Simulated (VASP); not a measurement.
# MgS (Fm-3m) in VASP: notebook, part 2 of 2

VASP 6.6.1. The steps go on from the part before.

## Step 3: Single point, PBE0

File POSCAR:

```
MgS
1.0
    0.0000000000      2.6015176528      2.6015176528
    2.6015176528      0.0000000000      2.6015176528
    2.6015176528      2.6015176528      0.0000000000
Mg S
1 1
Direct
    0.0000000000      0.0000000000      0.0000000000
    0.5000000000      0.5000000000      0.5000000000
```

File INCAR.step1:

```
SYSTEM = MgS
ALGO = Normal
EDIFF = 1E-5
ENCUT = 520
GGA = PE
ISIF = 2
ISMEAR = 0
LASPH = .True.
LREAL = .False.
LWAVE = .True.
NBANDS = 11
NELM = 60
PREC = Accurate
SIGMA = 0.01
```

File INCAR.step2:

```
SYSTEM = MgS
AEXX = 0.25
ALGO = Normal
EDIFF = 1E-6
ENCUT = 520
GGA = PE
ISIF = 2
ISMEAR = 0
ISTART = 1
LASPH = .True.
LCHARG = .True.
LELF = .True.
LHFCALC = .True.
LREAL = .False.
LVHAR = .True.
LWAVE = .False.
NBANDS = 11
NELM = 60
PREC = Accurate
PRECFOCK = Normal
SIGMA = 0.01
```

File KPOINTS:

```
k-points
0
Gamma
  6 6 6
  0 0 0
```

Potentials or basis: VASP PAW PBE potentials, release 64 (Mg, S).

Started as:

```sh
> cat potpaw_PBE.64/Mg/POTCAR potpaw_PBE.64/S/POTCAR > POTCAR
> cp INCAR.step1 INCAR
> mpirun -np 1 vasp_std > vasp.out
> cp INCAR.step2 INCAR
> mpirun -np 1 vasp_std > vasp.out
```

Wall time 9 min (1 thread of Intel Xeon Platinum 8124M at 3.00GHz (Skylake/Cascade Lake), shared host); peak memory 0.18 GiB.

The run converged. Its results:

| Property | Result |
| --- | --- |
| Free energy | -10.4507 eV |
| Pressure | -0.7 GPa |
| Band gap on the k mesh | 4.49 eV (least direct gap 5.51 eV) |

Levels at points of the mesh, in eV from the valence-band top:
```tsv
k point	band 1	band 2	band 3	band 4	band 5	band 6	band 7	band 8
(0.00, 0.00, 0.00)	-14.02	0.00	0.00	0.00	5.51	9.86	9.86	9.86
(0.50, 0.00, 0.00)	-12.58	-5.32	-0.65	-0.65	6.28	8.81	8.81	12.37
(0.50, 0.50, 0.00)	-12.17	-4.64	-1.86	-1.86	4.49	6.07	14.29	15.13
```

Caveat: the PAW data sets were made with another functional, which shifts forces and pressure a little. A k mesh can miss the band edges.

## Step 4: Single point, HF

POSCAR is that of step 3.

INCAR.step1, as its differences from that of step 3:

```diff
@@ -8,2 +8,3 @@
 LASPH = .True.
+LCHARG = .False.
 LREAL = .False.
@@ -11,3 +12,3 @@
 NBANDS = 11
-NELM = 60
+NELM = 80
 PREC = Accurate
```

File INCAR.step2:

```
SYSTEM = MgS
AEXX = 1.0
AGGAC = 0.0
ALDAC = 0.0
ALGO = Normal
EDIFF = 1E-7
ENCUT = 520
GGA = PE
ISIF = 2
ISMEAR = 0
ISTART = 1
LASPH = .True.
LCHARG = .False.
LHFCALC = .True.
LREAL = .False.
LWAVE = .False.
NBANDS = 11
NELM = 80
PREC = Accurate
PRECFOCK = Normal
SIGMA = 0.01
```

KPOINTS is that of step 3.

Potentials or basis: VASP PAW PBE potentials, release 64 (Mg, S).

Started as:

```sh
> cat potpaw_PBE.64/Mg/POTCAR potpaw_PBE.64/S/POTCAR > POTCAR
> cp INCAR.step1 INCAR
> mpirun -np 1 vasp_std > vasp.out
> cp INCAR.step2 INCAR
> mpirun -np 1 vasp_std > vasp.out
```

OUTCAR:

```text
SYSTEM = MgS
   AEXX = 1.0
   EDIFF = 1E-7
   ENCUT = 520
   GGA = PE
   ISIF = 2
   ISMEAR = 0
   ISTART = 1
   LASPH = .True.
   LHFCALC = .True.
   LREAL = .False.
   NELM = 80
   PREC = Accurate
   PRECFOCK = Normal

 ion  position               nearest neighbor table
   1  0.000  0.000  0.000-   2 2.60   2 2.60   2 2.60   2 2.60   2 2.60   2 2.60
   2  0.500  0.500  0.500-   1 2.60   1 2.60   1 2.60   1 2.60   1 2.60   1 2.60

  LATTYP: Found a face centered cubic cell.
 ALAT       =     5.2030353056

[... 410 lines left out ...]
------------------------ aborting loop because EDIFF is reached ----------------------------------------

  FORCE on cell =-STRESS in cart. coord.  units (eV):
  Direction    XX          YY          ZZ          XY          YZ          ZX
  --------------------------------------------------------------------------------------
  -------------------------------------------------------------------------------------
  Total        0.7723738      0.7723738      0.7723738     -0.0000000     -0.0000000      0.0000000
  in kB       35.1421043     35.1421043     35.1421043     -0.0000000     -0.0000000      0.0000000
  external PRESSURE =      35.1421043 kB  Pullay stress =       0.0000000 kB

 VOLUME and BASIS-vectors are now :
 -----------------------------------------------------------------------------
  energy-cutoff  :      520.00
  volume of cell :       35.21
      direct lattice vectors                 reciprocal lattice vectors
     0.000000000  2.601517653  2.601517653    -0.192195505  0.192195505  0.192195505
     2.601517653  0.000000000  2.601517653     0.192195505 -0.192195505  0.192195505
     2.601517653  2.601517653  0.000000000     0.192195505  0.192195505 -0.192195505

 POSITION                                       TOTAL-FORCE (eV/Angst)
 -----------------------------------------------------------------------------------
      0.00000      0.00000      0.00000        -0.000000      0.000000     -0.000000
      2.60152      2.60152      2.60152         0.000000     -0.000000      0.000000
 -----------------------------------------------------------------------------------
    total drift:                                0.000000     -0.000000      0.000000

  FREE ENERGIE OF THE ION-ELECTRON SYSTEM (eV)
  ---------------------------------------------------
  free  energy   TOTEN  =       -14.2915695274 eV

  energy  without entropy=      -14.2915695274  energy(sigma->0) =      -14.29156953
```

OSZICAR.step1:

```text
N       E                     dE             d eps       ncg     rms          rms(c)
DAV:   1     0.233801580633E+02    0.23380E+02   -0.37367E+03   352   0.598E+02
DAV:   2    -0.743370125470E+01   -0.30814E+02   -0.28207E+02   446   0.104E+02
DAV:   3    -0.889731466594E+01   -0.14636E+01   -0.14613E+01   446   0.239E+01
DAV:   4    -0.890592112726E+01   -0.86065E-02   -0.86059E-02   412   0.218E+00
DAV:   5    -0.890598589185E+01   -0.64765E-04   -0.64764E-04   448   0.178E-01    0.441E+00
DAV:   6    -0.853977543562E+01    0.36621E+00   -0.78406E-01   385   0.350E+00    0.345E+00
DAV:   7    -0.849932991952E+01    0.40446E-01   -0.21630E-01   409   0.202E+00    0.228E+00
DAV:   8    -0.849944948179E+01   -0.11956E-03   -0.14774E-02   367   0.741E-01    0.102E+00
DAV:   9    -0.849916275268E+01    0.28673E-03   -0.78580E-04   425   0.164E-01    0.353E-01
DAV:  10    -0.849917967498E+01   -0.16922E-04   -0.22327E-04   397   0.690E-02    0.407E-02
DAV:  11    -0.849917644438E+01    0.32306E-05   -0.21327E-05   371   0.205E-02
   1 F= -.84991764E+01 E0= -.84991764E+01  d E =-.140105E-27
```

Run time: 15 min. Hardware: 1 thread of Intel Xeon Platinum 8124M at 3.00GHz (Skylake/Cascade Lake), shared host; peak memory 0.18 GiB.

What came out:

* Free energy: -14.2916 eV
* Pressure: 3.5 GPa
* Band gap on the k mesh: 10.16 eV (least direct gap 11.68 eV)

Caveat: the cell stands under pressure; the PAW data sets were made with another functional, which shifts forces and pressure a little.

## Step 5: The runs side by side

```tsv
level	share of exact exchange	screening parameter	gap on the mesh (eV)	pressure (GPa)
HSE06	0.25	0.2079 1/Å	3.75	-0.7
PBE0	0.25	-	4.49	-0.7
HF	1	-	10.16	3.5
```

Alike in all rows: task single point; potentials or basis VASP PAW PBE potentials, release 64 (Mg, S); no spin polarisation; cell as given; k mesh 6 × 6 × 6; cutoff (eV) 520; smearing gaussian 0.01 eV.

On the cell as given the gap runs from 3.75 eV (HSE06) to 10.16 eV (HF). The pressure there spans -0.7 GPa (PBE0) to 3.5 GPa (HF); a positive pressure means that this level wants a larger cell, a negative one a smaller.

Caveats: the PAW data sets were made with another functional, which shifts forces and pressure a little; the cell stands under pressure (at least some runs).

Absolute energies hang on the potentials; compare differences alone.
